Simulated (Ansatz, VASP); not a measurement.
Bi: VASP beside Ansatz

```
Bi
1.0
    -3.13132    3.13132    3.13132
     3.13132   -3.13132    3.13132
     3.13132    3.13132   -3.13132
Bi
3
Cartesian
  3.1313 0.0000 0.0000
  0.0000 3.1313 0.0000
  0.0000 0.0000 3.1313
```

Alike in both runs: functional PBE; k mesh 6 × 6 × 6; occupations gaussian, width 0.1 eV; no spin polarisation.

Ansatz relaxed the structure, and its values are those at the end. VASP's run is a single point on that final structure, the one shown.

```csv
,VASP,Ansatz
version,VASP 6.6.1,Ansatz 0.2.0
potentials or method,"VASP PAW PBE potentials, release 64 (Bi_d), cutoff 500 eV","scalar-relativistic, plane waves, PAW"
valence electrons in the cell,45,45
```

```csv
,VASP,Ansatz,Ansatz less VASP
gap on the k mesh at the Fermi level (eV),none,none,-
pressure (GPa),-0.2,-0.1,+0.06
```

A gap of «none» marks a metal or a gap that the smearing closes. The functional is the same, so the differences come from potentials, cutoffs and numerics.

Neither program's run includes spin-orbit coupling.
